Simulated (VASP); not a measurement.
## HfN: single point with PBE

The system is HfN.

```
CELL_PARAMETERS angstrom
3.19047 0.00000 0.00000
1.59523 2.76302 0.00000
1.59523 0.92101 2.60500
ATOMIC_POSITIONS crystal
Hf 0.00000 0.00000 0.00000
N 0.50000 0.50000 0.50000
```

```json
{
 "Program": "VASP 6.6.1",
 "Task": "single point",
 "Functional": "PBE",
 "Potentials or basis": "VASP PAW PBE potentials, release 64 (Hf_pv, N)",
 "Cutoff": "600 eV",
 "k mesh": "10 × 10 × 10",
 "Occupations": "gaussian, width 0.05 eV",
 "Spin": "no spin polarisation"
}
```

```
Pressure               : 4.1 GPa
Band gap on the k mesh : zero (an odd number of electrons rules out a gap without spin polarisation)
```

Levels at points of the mesh, in eV from the Fermi level:
```tsv
k point	band 4	band 5	band 6	band 7	band 8	band 9	band 10	band 11	band 12	band 13
(0.00, 0.00, 0.00)	-17.58	-3.07	-3.07	-3.07	-0.38	-0.38	-0.38	1.80	1.95	1.95
(0.50, 0.00, 0.00)	-14.83	-8.95	-6.24	-6.24	3.26	3.69	3.69	4.41	8.85	8.85
(0.50, 0.50, 0.00)	-16.48	-5.45	-3.86	-3.74	-3.74	4.09	5.52	5.52	5.60	8.02
```

It took 11 s on 1 thread of Intel(R) Xeon(R) 6975P-C (Granite Rapids), on a shared host, peak memory 0.17 GiB.

Caveat: the cell stands under pressure; spin-orbit coupling is left out, which moves the levels of the heavy elements.
